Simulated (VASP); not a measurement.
Crystal: Hf2N.

```xyz
6
Lattice="5.3131 0.0000 0.0000 0.0000 5.3131 0.0000 0.0000 0.0000 3.2421" Properties=species:S:1:pos:R:3 pbc="T T T"
Hf    1.5702    1.5702    0.0000
Hf    3.7429    3.7429    0.0000
Hf    4.2268    1.0863    1.6210
Hf    1.0863    4.2268    1.6210
N     0.0000    0.0000    0.0000
N     2.6566    2.6566    1.6210
```

- Program: VASP 6.6.1
- Task: relaxation of cell and atoms
- Functional: PBEsol
- Potentials or basis: VASP PAW PBE potentials, release 64 (Hf_pv, N)
- Cutoff: 600 eV
- k mesh: 4 × 4 × 8
- Occupations: gaussian, width 0.1 eV
- Spin: no spin polarisation

At the start: pressure -3.3 GPa; volume 15.25 Å³/atom.

Problem. Where does the relaxation end?

Solution. Over 7 steps the energy falls by 2.6 meV/atom and the volume is 15.02 Å³/atom (-1.5 %); space group P4_2/mnm (No. 136, to 0.05 Å).

The path:
| step | energy change (eV) | largest force (eV/Å) | pressure (GPa) | volume (Å³) |
| --- | --- | --- | --- | --- |
| 1 | 0.0000 | 0.0747 | -3.27 | 91.52 |
| 2 | 0.0381 | 0.0759 | 6.67 | 87.46 |
| 3 | -0.0154 | 0.0284 | 0.00 | 90.08 |
| 4 | -0.0154 | 0.0273 | 0.06 | 90.05 |
| 5 | -0.0156 | 0.0113 | 0.05 | 90.07 |
| 6 | -0.0156 | 0.0056 | 0.04 | 90.07 |
| 7 | -0.0156 | 0.0000 | -0.07 | 90.12 |

Final structure:
```
Hf N
1.0
     5.28925    0.00000    0.00000
     0.00000    5.28925    0.00000
     0.00000    0.00000    3.22139
Hf N
4 2
Direct
  0.29597 0.29597 0.00000
  0.70403 0.70403 0.00000
  0.79597 0.20403 0.50000
  0.20403 0.79597 0.50000
  0.00000 0.00000 0.00000
  0.50000 0.50000 0.50000
```

Caveat: the PAW data sets were made with another functional, which shifts forces and pressure a little.
